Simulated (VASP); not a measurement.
Cd, 1 atom in the cell. It takes space group Fm-3m (No. 225, cubic). Conventional cell: a = 4.508 Å, b = 4.508 Å, c = 4.508 Å, α = 90.00°, β = 90.00°, γ = 90.00°. Within 4.2 Å of Cd (site symmetry m-3m) lie 12 Cd at 3.19 Å. 

| Property | Result |
| --- | --- |
| Program | VASP 6.6.1 |
| Task | single point |
| Functional | PBE |
| Potentials or basis | VASP PAW PBE potentials, release 64 (Cd) |
| Cutoff | 520 eV |
| k mesh | 16 × 16 × 16 |
| Occupations | gaussian, width 0.1 eV |
| Spin | no spin polarisation |
| Dipole correction | no |
| Further INCAR settings | ALGO = Fast; EDIFF = 1e-06; NBANDS = 12 |

Potentials or basis: VASP PAW PBE potentials, release 64 (Cd).

Run with:

```bash
$ cat potpaw_PBE.64/Cd/POTCAR > POTCAR
$ mpirun -np 1 vasp_std > vasp.out
```

Hardware: 1 thread of Intel(R) Xeon(R) Platinum 8488C (Sapphire Rapids), on a shared host.

Question: Estimate the wall time of this run.

Answer: It took 24 s on 1 thread of Intel(R) Xeon(R) Platinum 8488C (Sapphire Rapids), with other jobs on the host, peak memory 0.16 GiB. Counts: scf iterations 11, k points 145.
